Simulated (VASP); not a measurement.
**Pd: single point with LDA**

Crystal: Pd.

```xyz
2
Lattice="0.0000 2.7709 2.7709 2.7709 0.0000 2.7709 2.7709 2.7709 0.0000" Properties=species:S:1:pos:R:3 pbc="T T T"
Pd    0.6927    0.6927    0.6927
Pd    4.8491    4.8491    4.8491
```

This cell differs from its parent crystal: volume scaled by 0.96.

```json
{"Program": "VASP 6.6.1", "Task": "single point", "Functional": "LDA", "Potentials or basis": "VASP PAW LDA potentials, release 64 (Pd)", "Cutoff": "520 eV", "k mesh": "11 × 11 × 11", "Occupations": "fermi-dirac, width 0.05 eV", "Spin": "collinear spin, ferromagnetic start", "Starting moments": "[0.422, 0.422] μB"}
```

| Property | Result |
| --- | --- |
| Pressure | 3.9 GPa |
| Net moment | 0.79 μB per cell |
| Site moments | Pd +0.38 μB |
| Valence electrons inside the program's atomic spheres | Pd 9.49 |

Levels at points of the mesh, in eV from the Fermi level:
Spin up:
```tsv
k point	band 9	band 10	band 11	band 12	band 13	band 14
(0.00, 0.00, 0.00)	-1.75	-0.29	-0.29	12.55	12.55	12.55
```
Spin down:
| k point | band 7 | band 8 | band 9 | band 10 | band 11 | band 12 | band 13 | band 14 |
| --- | --- | --- | --- | --- | --- | --- | --- | --- |
| (0.00, 0.00, 0.00) | -1.51 | -1.51 | -1.51 | -0.02 | -0.02 | 12.64 | 12.64 | 12.64 |

It took 40 s on 1 thread of Intel(R) Xeon(R) 6975P-C (Granite Rapids), with other jobs on the host, peak memory 0.2 GiB.
